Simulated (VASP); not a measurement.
A run of VASP 6.6.1 is set up as follows.

INCAR

```
  PREC = Accurate
  ENCUT = 500
  EDIFF = 1E-8
  ISMEAR = -1
  SIGMA = 0.15
  LREAL = False
  LASPH = True
  NELM = 120
  ALGO = Normal
  ISIF = 2
  LWAVE = False
  LCHARG = False
  GGA = PS
  NBANDS = 18
  IBRION = 8
  NSW = 1
  GGA_COMPAT = False
```

Contents of KPOINTS:

```
regular mesh
0
Gamma
  18 18 10
```

File POSCAR:

```
Au
1.0
    2.8803538825      0.0000000000      0.0000000000
   -1.4401769412      2.4944596341      0.0000000000
    0.0000000000      0.0000000000      4.8372788332
Au
2
Direct
    0.3333333333      0.6666666667      0.7500000000
    0.6666666667      0.3333333333      0.2500000000
```

Potentials or basis: VASP PAW PBE potentials, release 64 (Au).

Run with:

```bash
$ cat potpaw_PBE.64/Au/POTCAR > POTCAR
$ mpirun -np 1 vasp_std > vasp.out
```

(1) What does it give for the highest phonon frequency at Γ?

## Answers

(1) 136 cm⁻¹.

Caveat: the cell stands under pressure or tension, which shifts response properties.
